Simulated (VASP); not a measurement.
Rh:

```xyz
1
Lattice="0.0000 1.8979 1.8979 1.8979 0.0000 1.8979 1.8979 1.8979 0.0000" Properties=species:S:1:pos:R:3 pbc="T T T"
Rh    0.0000    0.0000    0.0000
```

| Quantity | Value |
| --- | --- |
| Program | VASP 6.6.1 |
| Task | relaxation of cell and atoms |
| Functional | LDA |
| Potentials or basis | VASP PAW LDA potentials, release 64 (Rh_pv) |
| Cutoff | 600 eV |
| k mesh | 9 × 9 × 9 |
| Occupations | methfessel-paxton, width 0.1 eV |
| Spin | no spin polarisation |

At the start: pressure -9.1 GPa; volume 13.67 Å³/atom.

Task: How do energy, volume and symmetry change on relaxing?

Result: Over 4 steps the energy falls by 12.1 meV/atom and the volume is 13.26 Å³/atom (-3.0 %); space group Fm-3m (No. 225, to 0.05 Å).

The path:
| step | energy change (eV) | largest force (eV/Å) | pressure (GPa) | volume (Å³) |
| --- | --- | --- | --- | --- |
| 1 | 0.0000 | 0.0000 | -9.05 | 13.67 |
| 2 | 0.0873 | 0.0000 | 32.74 | 12.20 |
| 3 | -0.0120 | 0.0000 | -0.37 | 13.27 |
| 4 | -0.0121 | 0.0000 | -0.06 | 13.26 |

Final structure:
```
CELL_PARAMETERS angstrom
0.00000 1.87847 1.87847
1.87847 0.00000 1.87847
1.87847 1.87847 0.00000
ATOMIC_POSITIONS crystal
Rh 0.00000 0.00000 0.00000
```
